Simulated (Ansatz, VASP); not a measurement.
# One calculation of AlN, two programs

INCAR

```
ALGO = Normal
EDIFF = 1E-6
ENCUT = 520
ISIF = 2
ISMEAR = 0
LASPH = T
LCHARG = F
LREAL = F
LWAVE = F
NBANDS = 26
NELM = 100
PREC = Accurate
SIGMA = 0.05
```

Contents of KPOINTS:

```
k-points
0
Gamma
  8 6 4
```

File POSCAR:

```
AlN
1.0
   -1.6378403119      2.8368226349      0.0000000000
    0.0000000000      0.0000000000      4.1006264518
    4.9135209358      2.8368226349      0.0000000000
Al N
4 4
Direct
    0.5087842203      0.7500000000      0.2453041967
    1.0000000000      0.7500000000      0.6666666667
    0.0000000000      0.2500000000      0.3333333333
    0.5000000000      0.2500000000      0.8333333333
    0.5000000000      0.2500000000      0.1666666667
    1.0000000000      0.2500000000      0.6666666667
    0.0000000000      0.7500000000      0.3333333333
    0.5000000000      0.7500000000      0.8333333333
```

Input for Ansatz:

```yaml
crystal:
  lattice:
    - [-1.6378403119, 2.8368226349, 0.0]
    - [0.0, 0.0, 4.1006264518]
    - [4.9135209358, 2.8368226349, 0.0]
  atoms:
    - { symbol: Al, position: [0.5087842203, 0.75, 0.2453041967] }
    - { symbol: Al, position: [1.0, 0.75, 0.6666666667] }
    - { symbol: Al, position: [0.0, 0.25, 0.3333333333] }
    - { symbol: Al, position: [0.5, 0.25, 0.8333333333] }
    - { symbol: "N", position: [0.5, 0.25, 0.1666666667] }
    - { symbol: "N", position: [1.0, 0.25, 0.6666666667] }
    - { symbol: "N", position: [0.0, 0.75, 0.3333333333] }
    - { symbol: "N", position: [0.5, 0.75, 0.8333333333] }
basis:
  ecutwfc: 420
kpoints:
  mp_grid: { grid: [8, 6, 4] }
hamiltonian:
  xc: lda
  pseudopotentials: { kind: paw, azcp: { folder: soft_1 } }
scf:
  occupations: { method: gaussian, width: 0.05 }
output:
  forces: true
  stress: true
  eigenvalues: true
```

Alike in both runs: task single point; functional LDA; k mesh 8 × 6 × 4; occupations gaussian, width 0.05 eV; no spin polarisation.

|  | VASP | Ansatz |
| --- | --- | --- |
| version | VASP 6.6.1 | Ansatz 0.2.0 |
| potentials or method | VASP PAW LDA potentials, release 64 (Al, N), cutoff 520 eV | scalar-relativistic, plane waves, PAW |
| valence electrons in the cell | 32 | 32 |

Ansatz gave:

```
gap on the k mesh at the Fermi level (eV)                     : 2.76
least direct gap on the mesh (eV)                             : 2.76
pressure (GPa)                                                : 5.9
traceless stress, the component that is largest in VASP (GPa) : 9.65
rms of the force components (eV/Å)                            : 1.491
```

Q: Which values does VASP return?

A: gap on the k mesh at the Fermi level (eV): 2.76; least direct gap on the mesh (eV): 2.76; pressure (GPa): 6.7; traceless stress, the component that is largest in VASP (GPa): 10.01; rms of the force components (eV/Å): 1.509.

Ansatz warns that its potentials were made for another functional, while VASP's fit it. LDA's correlation is that of Perdew and Zunger in VASP and of Perdew and Wang (1992) in Ansatz. Atom by atom the forces differ by 0.023 eV/Å (rms over components).
